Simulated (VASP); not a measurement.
Input of a VASP 6.6.1 run:

INCAR

```
SYSTEM = SiC
  PREC = Accurate
  ENCUT = 520
  EDIFF = 1E-7
  ISMEAR = -1
  SIGMA = 0.1
  LREAL = .False.
  LASPH = .True.
  NELM = 80
  ALGO = Normal
  ISIF = 2
  LWAVE = .False.
  LCHARG = .True.
  GGA = PE
  LELF = .True.
  LVHAR = .True.
  NBANDS = 11
```

Contents of KPOINTS:

```
Automatic mesh
0
Gamma
  17 17 17
  0 0 0
```

File POSCAR:

```
SiC
1.0
    0.0000000000      1.9962647281      1.9962647281
    1.9962647281      0.0000000000      1.9962647281
    1.9962647281      1.9962647281      0.0000000000
Si C
1 1
Direct
    0.0000000000      0.0000000000      0.0000000000
    0.2500000000      0.2500000000      0.2500000000
```

Potentials or basis: VASP PAW PBE potentials, release 64 (Si, C).

Command:

```bash
$ cat potpaw_PBE.64/Si/POTCAR potpaw_PBE.64/C/POTCAR > POTCAR
$ mpirun -np 1 vasp_std > vasp.out
```

Task: Estimate the band gap on the k mesh.

Result: 1.12 eV, indirect (least direct gap 4.77 eV).

Task: Estimate the pressure.

Result: 100.0 GPa.

A k mesh can miss the band edges.
